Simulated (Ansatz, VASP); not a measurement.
**F: VASP beside Ansatz**

```xyz
4
Lattice="2.7526 -1.6407 0.0018 2.7526 1.6407 0.0018 -1.5316 0.0000 7.2539" Properties=species:S:1:pos:R:3 pbc="T T T"
F     4.0831   -0.6213    0.6723
F     0.6564   -0.6213    2.9582
F    -0.1094    0.6213    6.5851
F     3.3173    0.6213    4.2993
```

Alike in both runs: functional PBEsol; k mesh 8 × 8 × 4; occupations gaussian, width 0.1 eV; no spin polarisation.

Ansatz relaxed the structure, and its values are those at the end. VASP's run is a single point on that final structure, the one shown.

|  | VASP | Ansatz |
| --- | --- | --- |
| version | VASP 6.6.1 | Ansatz 0.2.0 |
| potentials or method | VASP PAW PBE potentials, release 64 (F), cutoff 520 eV | scalar-relativistic, plane waves, PAW |
| valence electrons in the cell | 28 | 28 |

```csv
,VASP,Ansatz,Ansatz less VASP
gap on the k mesh at the Fermi level (eV),2.84,2.91,+0.072
least direct gap on the mesh (eV),2.84,2.91,+0.072
pressure (GPa),0.7,0.2,-0.43
rms of the force components (eV/Å),0.255,0.004,-0.2507
```

VASP's potentials were made for PBE, not for PBEsol.
